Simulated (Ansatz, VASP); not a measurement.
## K2NbO3 in VASP and in Ansatz

```
K Nb O
1.0
     4.04092    0.00000    0.00000
    -2.02046    3.49954    0.00000
     0.00000    0.00000    7.97688
K Nb O
2 1 3
Cartesian
  0.0000 2.3330 5.9987
  0.0000 2.3330 1.9782
  2.0205 1.1665 3.9884
  2.0205 1.1665 0.0000
  0.0000 0.0000 3.9884
  0.0000 0.0000 0.0000
```

Change from the starting cell: species swapped into the Ce2CuSi3 type (P-6m2, No. 187).

Alike in both runs: task relaxation of cell and atoms; functional PBE; k mesh 6 × 6 × 2; occupations gaussian, width 0.1 eV; collinear spin.

|  | VASP | Ansatz |
| --- | --- | --- |
| version | VASP 6.6.1 | Ansatz 0.2.0 |
| potentials or method | VASP PAW PBE potentials, release 64 (K_sv, Nb_sv, O), cutoff 600 eV | scalar-relativistic, plane waves, PAW |
| valence electrons in the cell | 49 | 49 |

VASP gave:

```
gap on the k mesh at the Fermi level, each at its own relaxed structure (eV)  : none
net moment per atom (μB)                                                      : 0.27
size of the moment on the site where the two differ most (μB)                 : 0.48
relaxed volume (Å³/atom)                                                      : 18.58
relaxed length of the cell vector where the two differ most in proportion (Å) : 10.177
```

What did Ansatz give for the same quantities?

gap on the k mesh at the Fermi level, each at its own relaxed structure (eV): none; net moment per atom (μB): 0.26; size of the moment on the site where the two differ most (μB): 0.28; relaxed volume (Å³/atom): 19.12; relaxed length of the cell vector where the two differ most in proportion (Å): 10.478.

Site moments also hang on the region over which each program counts them. A gap of «none» marks a metal or a gap that the smearing closes. Ansatz's warnings: no starting moments.

The k mesh is coarse, so the values compare programs but aren't converged.
